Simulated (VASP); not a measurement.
Wanted: the native input for a VASP 6.6.1 run.

| Quantity | Value |
| --- | --- |
| Task | single point |
| Functional | PBE |
| Potentials or basis | VASP PAW PBE potentials, release 64 (Rb_sv, Ag) |
| Cutoff | 500 eV |
| k mesh | 6 × 6 × 6 |
| Occupations | gaussian, width 0.1 eV |
| Spin | no spin polarisation |
| Dipole correction | no |
| Further INCAR settings | ALGO = Normal; EDIFF = 1e-06; NBANDS = 34 |

The structure of Rb2Ag3 lies in POSCAR:

```
Rb2Ag3
1.0
    6.4676085406      0.0000000000      0.0000000000
    0.0000000000      6.4676085406      0.0000000000
    0.0000000000      0.0000000000      6.4676085406
Rb Ag
2 3
Direct
    0.0000000000      0.0000000000      0.0000000000
    0.5000000000      0.5000000000      0.5000000000
    0.5000000000      0.0000000000      0.0000000000
    0.0000000000      0.5000000000      0.0000000000
    0.0000000000      0.0000000000      0.5000000000
```

The cell was built from a structure type or drawn by symmetry, and may not be a known phase.

The input as run:

INCAR

```
SYSTEM = Rb2Ag3
PREC = Accurate
ENCUT = 500
EDIFF = 1E-6
ISMEAR = 0
SIGMA = 0.1
LREAL = .FALSE.
LASPH = .TRUE.
NELM = 120
ALGO = Normal
ISIF = 2
LWAVE = .FALSE.
LCHARG = .TRUE.
GGA = PE
LELF = .TRUE.
LVHAR = .TRUE.
NBANDS = 34
GGA_COMPAT = .FALSE.
```

KPOINTS

```
regular mesh
0
G
  6 6 6
  0 0 0
```

Potentials or basis: VASP PAW PBE potentials, release 64 (Rb_sv, Ag).

Launch:

```bash
$ cat potpaw_PBE.64/Rb_sv/POTCAR potpaw_PBE.64/Ag/POTCAR > POTCAR
$ mpirun -np 1 vasp_std > vasp.out
```

It gave:

```
Pressure               : 0.0 GPa
Band gap on the k mesh : zero (an odd number of electrons rules out a gap without spin polarisation)
```

Wall time 2.6 min on 1 thread of Intel Xeon 8259CL, on a shared host, peak memory 0.4 GiB.
